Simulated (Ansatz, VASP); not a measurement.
**PbO2 in VASP and in Ansatz**

```xyz
3
Lattice="0.0000 2.7048 2.7048 2.7048 0.0000 2.7048 2.7048 2.7048 0.0000" Properties=species:S:1:pos:R:3 pbc="T T T"
Pb    0.0000    0.0000    0.0000
O     1.3524    1.3524    1.3524
O     4.0573    4.0573    4.0573
```

Alike in both runs: functional PBE; k mesh 9 × 9 × 9; occupations fermi-dirac, width 0.02 eV; no spin polarisation.

Ansatz relaxed the structure, and its values are those at the end. VASP's run is a single point on that final structure, the one shown.

```csv
,VASP,Ansatz
version,VASP 6.6.1,Ansatz 0.2.0
potentials or method,"VASP PAW PBE potentials, release 64 (Pb_d, O), cutoff 520 eV","all-electron LAPW, scalar-relativistic"
```

Ansatz gave:

```
pressure (GPa) : 0.0
```

Problem. What did VASP give for the same quantities?

Solution. Pressure (GPa): 0.2.

Ansatz ran all-electron here, and VASP with PAW potentials.

Neither program's run includes spin-orbit coupling.
